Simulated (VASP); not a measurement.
Here is a VASP 6.6.1 calculation.

POSCAR

```
KI
1.0
    0.0000000000      3.2425860000      3.5245500000
    3.2425860000      0.0000000000      3.5245500000
    3.2425860000      3.2425860000      0.0000000000
K I
1 1
Direct
    0.0000000000      0.0000000000      0.0000000000
    0.5000000000      0.5000000000      0.5000000000
```

The input INCAR.step1:

```
SYSTEM = KI
PREC     = Accurate       ! precision mode
ENCUT    = 520            ! plane-wave cutoff, eV
ISMEAR   = 0              ! smearing method
SIGMA    = 0.05           ! smearing width, eV
LREAL    = .False.        ! projectors in reciprocal space
LASPH    = .True.         ! aspherical terms in the spheres
NELM     = 100            ! most SCF steps
NBANDS   = 15             ! bands
GGA      = PE             ! functional
ALGO     = Normal         ! electronic algorithm
EDIFF    = 1E-4           ! SCF threshold, eV
LWAVE    = .True.         ! write WAVECAR
LCHARG   = .False.        ! write CHGCAR
```

INCAR.step2

```
SYSTEM = KI
PREC     = Accurate       ! precision mode
ENCUT    = 520            ! plane-wave cutoff, eV
EDIFF    = 1E-6           ! SCF threshold, eV
ISMEAR   = 0              ! smearing method
SIGMA    = 0.05           ! smearing width, eV
LREAL    = .False.        ! projectors in reciprocal space
LASPH    = .True.         ! aspherical terms in the spheres
NELM     = 100            ! most SCF steps
ALGO     = Normal         ! electronic algorithm
ISIF     = 2              ! what is computed and relaxed
LWAVE    = .False.        ! write WAVECAR
LCHARG   = .False.        ! write CHGCAR
METAGGA  = R2SCAN         ! meta-GGA
LMIXTAU  = .True.       
NBANDS   = 15             ! bands
ISTART   = 1
```

KPOINTS

```
Automatic mesh
0
Gamma
  6 6 6
  0 0 0
```

Potentials or basis: VASP PAW PBE potentials, release 64 (K_sv, I).

Run with:

```sh
$ cat potpaw_PBE.64/K_sv/POTCAR potpaw_PBE.64/I/POTCAR > POTCAR
$ cp INCAR.step1 INCAR
$ mpirun -np 1 vasp_std > vasp.out
$ cp INCAR.step2 INCAR
$ mpirun -np 1 vasp_std > vasp.out
```

Question: Predict the pressure.

Answer: 4.1 GPa.

Question: Predict the band gap on the k mesh.

Answer: 4.95 eV, indirect (least direct gap 5.01 eV).

Stress tensor (GPa, compression positive):
```
5.72 0.00 0.00
0.00 5.72 0.00
0.00 0.00 0.89
```

Caveat: the cell differs from its parent crystal (strain -0.080 along x and y, +0.000 along z); the PAW data sets were made with another functional, which shifts forces and pressure a little; spin-orbit coupling is left out, which moves the levels of the heavy elements. A k mesh can miss the band edges.
